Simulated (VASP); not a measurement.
# NaSr in VASP: notebook

Runs on NaSr. Level: PBE. Tasks: single point.

Program: VASP 6.6.1. These are calculated values, not measurements. Logs are shortened: lines on timing, memory, paths and dates and some standing lists are left out, and cuts for length are marked.

### 1 The cell of the first run

It takes space group R-3m (No. 166, trigonal). Conventional cell: a = 4.166 Å, b = 4.166 Å, c = 18.834 Å, α = 90.00°, β = 90.00°, γ = 120.00°. Na (site symmetry -3m) has 6 Sr at 3.95 Å and 6 Na at 4.17 Å within 5.2 Å. Within 5.2 Å of Sr (site symmetry -3m) lie 6 Na at 3.95 Å and 6 Sr at 4.17 Å.

The cell was generated, and may not be a known phase.

### 2 Single point, PBE

Input file INCAR:

```
SYSTEM = NaSr
ALGO = Normal ; EDIFF = 1E-6
ENCUT = 520 ; GGA = PE
ISIF = 2 ; ISMEAR = 0
LASPH = .True. ; LCHARG = .False.
LREAL = .False. ; LWAVE = .False.
NBANDS = 16 ; NELM = 100
PREC = Accurate ; SIGMA = 0.1
```

Input file KPOINTS:

```
k-points
0
Gamma
  6 6 6
  0 0 0
```

Input file POSCAR:

```
NaSr
1.0
    2.0831889900      1.2027297200      6.2778363200
   -2.0831889900      1.2027297200      6.2778363200
    0.0000000000     -2.4054594400      6.2778363200
Na Sr
1 1
Direct
    0.0000000000      0.0000000000      0.0000000000
    0.5000000000      0.5000000000      0.5000000000
```

Potentials or basis: VASP PAW PBE potentials, release 64 (Na_pv, Sr_sv).

The run is started by

```bash
$ cat potpaw_PBE.64/Na_pv/POTCAR potpaw_PBE.64/Sr_sv/POTCAR > POTCAR
$ mpirun -np 1 vasp_std > vasp.out
```

OUTCAR:

```text
SYSTEM = NaSr
   EDIFF = 1E-6
   ENCUT = 520
   GGA = PE
   ISIF = 2
   ISMEAR = 0
   LASPH = .True.
   LREAL = .False.
   NELM = 100
   PREC = Accurate

 ion  position               nearest neighbor table
   1  0.000  0.000  0.000-   2 3.95   2 3.95   2 3.95   2 3.95   2 3.95   2 3.95
   2  0.500  0.500  0.500-   1 3.95   1 3.95   1 3.95   1 3.95   1 3.95   1 3.95

  LATTYP: Found a trigonal (rhomboedric) cell.
 ALAT       =     6.7229059199
 COS(alpha) =     0.8079681486

  Lattice vectors:

 A1 = (   2.0831889900,   1.2027297200,   6.2778363200)
 A2 = (  -2.0831889900,   1.2027297200,   6.2778363200)
 A3 = (   0.0000000000,  -2.4054594400,   6.2778363200)

Analysis of symmetry for initial positions (statically):
=====================================================================
 Subroutine PRICEL returns:
 Original cell was already a primitive cell.

 Routine SETGRP: Setting up the symmetry group for a
 trigonal (rhombohedral) supercell.

 Subroutine GETGRP returns: Found 12 space group operations
 (whereof 12 operations were pure point group operations)
 out of a pool of 12 trial point group operations.

The static configuration has the point symmetry D_3d.

Analysis of symmetry for dynamics (positions and initial velocities):
=====================================================================
 Subroutine PRICEL returns:
 Original cell was already a primitive cell.

 Routine SETGRP: Setting up the symmetry group for a
 trigonal (rhombohedral) supercell.

 Subroutine GETGRP returns: Found 12 space group operations
 (whereof 12 operations were pure point group operations)
 out of a pool of 12 trial point group operations.

The dynamic configuration has the point symmetry D_3d.

 Subroutine INISYM returns: Found 12 space group operations
 (whereof 12 operations are pure point group operations),
 and found     1 'primitive' translations

----------------------------------------------------------------------------------------

                                     Primitive cell

  volume of cell :      94.3752

  direct lattice vectors                    reciprocal lattice vectors
     2.083188990  1.202729720  6.277836320     0.240016630  0.138573666  0.053096850
    -2.083188990  1.202729720  6.277836320    -0.240016630  0.138573666  0.053096850
     0.000000000 -2.405459440  6.277836320     0.000000000 -0.277147332  0.053096850

  length of vectors
     6.722905920  6.722905920  6.722905918     0.282187737  0.282187737  0.282187738
[... 76 lines left out ...]
   LNONCOLLINEAR =      F non collinear calculations
   LSORBIT =      F    spin-orbit coupling
   LASPH  =      T    aspherical Exc in radial PAW
   ENCUT  =  520.0 eV  38.22 Ry    6.18 a.u.  12.50 12.50 12.50*2*pi/ulx,y,z
   NELM   =    100;   NELMIN=  2; NELMDL= -5     # of ELM steps
   EDIFF  = 0.1E-05   stopping-criterion for ELM
   LREAL  =      F    real-space projection
   EDIFFG = 0.1E-04   stopping-criterion for IOM
   NSW    =      0    number of steps for IOM
   IBRION =     -1    ionic relax: 0-MD 1-quasi-New 2-CG
   NFREE  =      0    steps in history (QN), initial steepest desc. (CG)
   ISIF   =      2    stress and relaxation
   ISYM   =      2    0-nonsym 1-usesym 2-fastsym
   POTIM  = 0.5000    time-step for ionic-motion
   TEBEG  =    0.0;   TEEND  =   0.0 temperature during run
   PSTRESS=    0.0 pullay stress
   NELECT =      17.0000    total number of electrons
   NUPDOWN=      -1.0000    fix difference up-down
   EMIN   =  10.00;   EMAX   =-10.00  energy-range for DOS
   EFERMI =   0.00;   METHOD = LEGACY
   ISMEAR =     0;   SIGMA  =   0.10  broadening in eV -4-tet -1-fermi 0-gaus
   EFERMI_NEDOS =   21; number of points for ismear=-14 and -15
   IALGO  =     38    algorithm
   IMIX   =      4    mixing-type and parameters
     AMIX     =   0.40;   BMIX     =  1.00
     AMIX_MAG =   1.60;   BMIX_MAG =  1.00
  volume/ion in A,a.u.               =      47.19       318.44
  Fermi-wavevector in a.u.,A,eV,Ry     =   0.924567  1.747179 11.630594  0.854825
  Thomas-Fermi vector in A             =   2.050327
   LORBIT       =      0    0 simple, 1 ext, 2 COOP (PROOUT), +10 PAW based schemes
   GGA     = PE    functional components
   LHFCALC =     F    Hartree Fock is set to
   AEXX    =    0.0000 exact exchange contribution
   IVDW    =     0    specifies the selected vdW correction
   LEPSILON=     F    determine dielectric tensor
   LRPA    =     F    only Hartree local field effects (RPA)
 non-spin polarized calculation
 Gauss-broadening in eV      SIGMA  =   0.10
  energy-cutoff  :      520.00
  volume of cell :       94.38
 maximum number of plane-waves:      2576
 NGX is ok and might be reduce to    50

 number of electron      16.9999996 magnetization

 Free energy of the ion-electron system (eV)
  ---------------------------------------------------
  ext. energy  EPLUGINS =         0.00000000
  ---------------------------------------------------
  free energy    TOTEN  =        -2.80901301 eV

  energy without entropy =       -2.79800272  energy(sigma->0) =       -2.80350786

 E-fermi :   0.9569     XC(G=0):  -6.9245

 val. band max:        0.9563239124   @ k =   0.3333   0.1667   0.0000
 cond. band min:       1.0472602347   @ k =   0.5000   0.5000   0.0000
 fundamental gap:      0.0909363223
 Fermi energy:         0.9569110871

 k-point     1 :       0.0000    0.0000    0.0000
  band No.  band energies     occupation
      1     -35.7735      2.00000
      2     -23.7283      2.00000
      3     -23.7165      2.00000
      4     -23.7165      2.00000
      5     -17.7806      2.00000
      6     -17.6543      2.00000
[... 433 lines left out ...]
      3     -23.7238      2.00000
      4     -23.7196      2.00000
      5     -17.8192      2.00000
      6     -17.7546      2.00000
[... 8 lines left out ...]
     15       5.8906      0.00000
     16       6.2493      0.00000

 [... further k-points ...]
[... 5 lines left out ...]
  --------------------------------------------------------------------------------------
  -------------------------------------------------------------------------------------
  Total        0.0027186      0.0027186      0.4528818     -0.0000000     -0.0000000      0.0000000
  in kB        0.0461526      0.0461526      7.6884275     -0.0000000     -0.0000000      0.0000000
  external PRESSURE =       2.5935776 kB  Pullay stress =       0.0000000 kB

 VOLUME and BASIS-vectors are now :
 -----------------------------------------------------------------------------
  energy-cutoff  :      520.00
  volume of cell :       94.38
      direct lattice vectors                 reciprocal lattice vectors
     2.083188990  1.202729720  6.277836320     0.240016630  0.138573666  0.053096850
    -2.083188990  1.202729720  6.277836320    -0.240016630  0.138573666  0.053096850
     0.000000000 -2.405459440  6.277836320     0.000000000 -0.277147332  0.053096850

 POSITION                                       TOTAL-FORCE (eV/Angst)
 -----------------------------------------------------------------------------------
      0.00000      0.00000      0.00000        -0.000000     -0.000000      0.000000
      0.00000      0.00000      9.41675         0.000000      0.000000     -0.000000
 -----------------------------------------------------------------------------------
    total drift:                               -0.000000     -0.000000      0.000000

  FREE ENERGIE OF THE ION-ELECTRON SYSTEM (eV)
  ---------------------------------------------------
  free  energy   TOTEN  =        -2.8090130106 eV

  energy  without entropy=       -2.7980027174  energy(sigma->0) =       -2.80350786
```

stdout:

```text
POSCAR found type information on POSCAR NaSr
 POSCAR found :  2 types and       2 ions
 scaLAPACK will be used
 LDA part: xc-table for (Slater+PW92), standard interpolation
 POSCAR, INCAR and KPOINTS ok, starting setup
 FFT: planning ... GRIDC
 FFT: planning ... GRID_SOFT
 FFT: planning ... GRID
 WAVECAR not read
 entering main loop
```

Wall time 56 s (1 thread of Intel Xeon 6975P-C (Granite Rapids), shared host); peak memory 0.35 GiB.

What came out:

```
Free energy            : -2.8090 eV
Pressure               : 0.3 GPa
Band gap on the k mesh : zero (an odd number of electrons rules out a gap without spin polarisation)
```

Levels at points of the mesh, in eV from the Fermi level:
| k point | band 7 | band 8 | band 9 | band 10 | band 11 | band 12 |
| --- | --- | --- | --- | --- | --- | --- |
| (0.00, 0.00, 0.00) | -18.61 | -3.44 | -0.25 | 0.65 | 2.45 | 2.45 |
| (0.50, 0.00, 0.00) | -18.66 | -0.77 | -0.05 | 0.31 | 1.49 | 2.63 |
| (0.50, 0.50, 0.00) | -18.66 | -0.65 | 0.09 | 0.23 | 1.41 | 1.89 |
| (0.50, 0.50, 0.50) | -18.61 | -2.72 | -1.97 | 1.69 | 2.44 | 2.44 |

### 3 Single point, PBE

This run uses another cell than the first one: it holds 8 atoms, not 2.

Input file INCAR:

```
SYSTEM = NaSr
PREC = Accurate
ENCUT = 520
EDIFF = 1E-6
ISMEAR = 0
SIGMA = 0.2
LREAL = .FALSE.
LASPH = .TRUE.
NELM = 100
ALGO = Fast
ISIF = 2
LWAVE = .FALSE.
LCHARG = .TRUE.
GGA = PE
LELF = .TRUE.
LVHAR = .TRUE.
NBANDS = 44
```

Input file KPOINTS:

```
Automatic mesh
0
G
  4 4 4
  0 0 0
```

Input file POSCAR:

```
NaSr
1.0
    0.0000000000     -2.3982839152      6.5044602180
   -4.1539495921     -7.1948517456      0.0000000000
    4.1539495921     -7.1948517456      0.0000000000
Na Sr
4 4
Direct
    0.0000000000      1.0000000000      1.0000000000
    0.0000000000      0.0000000000      0.5000000000
    0.0000000000      0.5000000000      1.0000000000
    0.0000000000      0.5000000000      0.5000000000
    0.5000000000      0.7500000000      0.7500000000
    0.5000000000      0.7500000000      0.2500000000
    0.5000000000      0.2500000000      0.7500000000
    0.5000000000      0.2500000000      0.2500000000
```

Potentials or basis: VASP PAW PBE potentials, release 64 (Na_pv, Sr_sv).

The run is started by

```bash
$ cat potpaw_PBE.64/Na_pv/POTCAR potpaw_PBE.64/Sr_sv/POTCAR > POTCAR
$ mpirun -np 1 vasp_std > vasp.out
```

It took 15 min on 1 thread of Intel Xeon 6975P-C (Granite Rapids), shared host; peak memory 0.68 GiB.

Results (log left out):

| Item | Value |
| --- | --- |
| Free energy | -11.2797 eV |
| Pressure | 0.0 GPa |
| Band gap on the k mesh | zero (bands 34 and 35 overlap by 0.66 eV) |

Stress tensor (GPa, compression positive):
```
-0.05  0.00  0.00
 0.00 -0.02  0.01
 0.00  0.01  0.09
```

Levels at points of the mesh, in eV from the Fermi level:
```tsv
k point	band 30	band 31	band 32	band 33	band 34	band 35	band 36	band 37	band 38	band 39
(0.00, 0.00, 0.00)	-0.72	-0.72	-0.62	-0.36	-0.01	-0.01	0.09	0.26	0.30	0.30
(0.50, 0.00, 0.00)	-1.99	-0.72	-0.62	-0.62	-0.01	0.09	0.09	0.26	0.26	0.30
(0.00, 0.50, 0.00)	-2.51	-0.85	-0.85	0.08	0.08	0.33	0.33	0.60	0.60	0.83
(0.50, 0.50, 0.00)	-1.95	-1.25	-1.25	-0.85	-0.85	0.33	0.33	0.60	0.60	1.32
(0.00, 0.50, 0.50)	-2.44	-1.04	-1.04	-0.25	-0.25	0.65	0.65	0.76	0.76	1.03
(0.50, 0.50, 0.50)	-2.14	-0.96	-0.96	-0.34	-0.34	-0.32	-0.32	0.57	0.57	1.34
```

### 4 Single point, PBE

This run uses another cell than the first one: it holds 8 atoms, not 2.

Input file INCAR:

```
SYSTEM = NaSr
PREC = Accurate
ENCUT = 520
EDIFF = 1E-7
ISMEAR = 0
SIGMA = 0.2
LREAL = .FALSE.
LASPH = .TRUE.
NELM = 80
ALGO = Fast
ISIF = 2
LWAVE = .FALSE.
LCHARG = .FALSE.
GGA = PE
NBANDS = 44
```

KPOINTS is that of step 3.

Input file POSCAR:

```
NaSr
1.0
   -0.0247632263     -2.4089373874      6.5570947666
   -4.0988869786     -7.1693423828      0.0362420750
    4.1638708930     -7.2080569359     -0.0087485768
Na Sr
4 4
Direct
    0.0040581634      1.0020201357      1.0049674055
   -0.0032355256     -0.0011867922      0.4951000022
   -0.0038196525      0.4968600636      0.9965859754
    0.0026637864      0.5045018274      0.5020928893
    0.4925072596      0.7507252704      0.7513757777
    0.5082711073      0.7479277399      0.2492926217
    0.5069917765      0.2483587841      0.7493965884
    0.4925630850      0.2507929711      0.2511887398
```

The run is started by

```bash
$ cat potpaw_PBE.64/Na_pv/POTCAR potpaw_PBE.64/Sr_sv/POTCAR > POTCAR
$ mpirun -np 1 vasp_std > vasp.out
```

Wall time 35 min (1 thread of Intel Xeon 6975P-C (Granite Rapids), shared host); peak memory 0.81 GiB.

The run converged. Its results:

* Free energy: -11.2804 eV
* Pressure: 0.0 GPa
* Largest force: 0.008 eV/Å
* Band gap on the k mesh: zero (bands 34 and 35 overlap by 0.63 eV)

Forces in eV/Å, atoms in the order of the input:
```
Na  -0.005  0.003 -0.004
Na   0.006  0.000  0.000
Na  -0.002  0.000  0.004
Na   0.007 -0.001  0.005
Sr  -0.005  0.001  0.000
Sr  -0.002 -0.003 -0.007
Sr   0.001 -0.001  0.002
Sr  -0.001  0.000  0.000
```

Levels at points of the mesh, in eV from the Fermi level:
```
           k point  band 30  band 31  band 32  band 33  band 34  band 35  band 36  band 37  band 38  band 39
(0.00, 0.00, 0.00)    -0.73    -0.69    -0.61    -0.39    -0.01     0.06     0.07     0.27     0.29     0.31
(0.50, 0.00, 0.00)    -2.00    -0.73    -0.61    -0.61    -0.01     0.07     0.12     0.27     0.28     0.30
(0.00, 0.50, 0.00)    -2.49    -0.86    -0.86     0.04     0.05     0.32     0.32     0.62     0.62     0.83
(0.50, 0.50, 0.00)    -1.96    -1.23    -1.23    -0.86    -0.86     0.31     0.31     0.62     0.62     1.34
(0.00, 0.00, 0.50)    -2.51    -0.82    -0.82     0.07     0.07     0.31     0.31     0.61     0.61     0.78
(0.50, 0.00, 0.50)    -1.95    -1.27    -1.27    -0.84    -0.84     0.35     0.35     0.59     0.59     1.32
(0.00, 0.50, 0.50)    -2.43    -1.01    -1.01    -0.31    -0.25     0.64     0.64     0.75     0.75     0.95
(0.50, 0.50, 0.50)    -2.15    -1.00    -0.94    -0.36    -0.33    -0.31    -0.27     0.56     0.57     1.32
```

### 5 Overview

| cell | k mesh | smearing | gap on the mesh (eV) | pressure (GPa) |
| --- | --- | --- | --- | --- |
| a = 6.723 Å, angles 36.1°, 2 atoms, atomic positions A | 6 × 6 × 6 | gaussian 0.1 eV | none | 0.3 |
| a = 6.933, b = 8.308, c = 8.308 Å, angles 60.0, 72.6, 72.6°, 8 atoms, atomic positions B | 4 × 4 × 4 | gaussian 0.2 eV | none | 0.0 |
| a = 6.986, b = 8.258, c = 8.324 Å, angles 59.8, 72.8, 72.2°, 8 atoms, atomic positions C | 4 × 4 × 4 | gaussian 0.2 eV | none | 0.0 |

Alike in all rows: task single point; level PBE; potentials or basis VASP PAW PBE potentials, release 64 (Na_pv, Sr_sv); no spin polarisation; cutoff (eV) 520.

Absolute energies hang on the potentials; compare differences alone.

The gap in the log of VASP goes by the Fermi energy; the results here count the filled bands.